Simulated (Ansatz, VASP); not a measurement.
One calculation of Zr, two programs

```
CELL_PARAMETERS angstrom
4.97624 0.00000 0.00000
-2.48812 4.30955 0.00000
0.00000 0.00000 3.10714
ATOMIC_POSITIONS crystal
Zr 0.00000 0.00000 0.00000
Zr 0.33333 0.66667 0.50000
Zr 0.66667 0.33333 0.50000
```

Alike in both runs: functional PBEsol; k mesh 7 × 7 × 10; occupations fermi-dirac, width 0.1 eV; no spin polarisation.

Ansatz relaxed the structure, and its values are those at the end. VASP's run is a single point on that final structure, the one shown.

```csv
,VASP,Ansatz
version,VASP 6.6.1,Ansatz 0.2.0
potentials or method,"VASP PAW PBE potentials, release 64 (Zr_sv), cutoff 520 eV","plane waves (420 eV) with PAW, scalar-relativistic"
valence electrons in the cell,36,36
```

|  | VASP | Ansatz | Ansatz less VASP |
| --- | --- | --- | --- |
| pressure (GPa) | 0.1 | 0.0 | -0.08 |

VASP's potentials were made for PBE, not for PBEsol, and Ansatz warns of the same on its side.
